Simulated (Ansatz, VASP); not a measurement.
Two plane-wave programs on Si3C

```
Si C
1.0
     2.65117    0.00000    0.00000
     0.00000    2.65117    0.00000
     0.00000    0.00000    7.10681
Si C
3 1
Direct
  0.50000 0.50000 0.16819
  0.00000 0.00000 0.50000
  0.50000 0.50000 0.83181
  0.00000 0.00000 0.00000
```

Alike in both runs: functional PBE; k mesh 6 × 6 × 4; occupations gaussian, width 0.1 eV; no spin polarisation.

Ansatz relaxed the structure, and its values are those at the end. VASP's run is a single point on that final structure, the one shown.

|  | VASP | Ansatz |
| --- | --- | --- |
| version | VASP 6.6.1 | Ansatz 0.2.0 |
| potentials or method | VASP PAW PBE potentials, release 64 (Si, C), cutoff 520 eV | scalar-relativistic, plane waves, PAW |
| valence electrons in the cell | 16 | 16 |

Ansatz gave:

| Item | Value |
| --- | --- |
| gap on the k mesh at the Fermi level (eV) | none |
| pressure (GPa) | 0.0 |
| rms of the force components (eV/Å) | 0.002 |

**Question.** Which values does VASP return?

**Answer.** gap on the k mesh at the Fermi level (eV): none; pressure (GPa): 0.0; rms of the force components (eV/Å): 0.007.

A gap of «none» marks a metal or a gap that the smearing closes. With one functional, cell and mesh, what is left measures potentials, basis and numerics.

The k mesh is coarse, so the values compare programs but aren't converged.
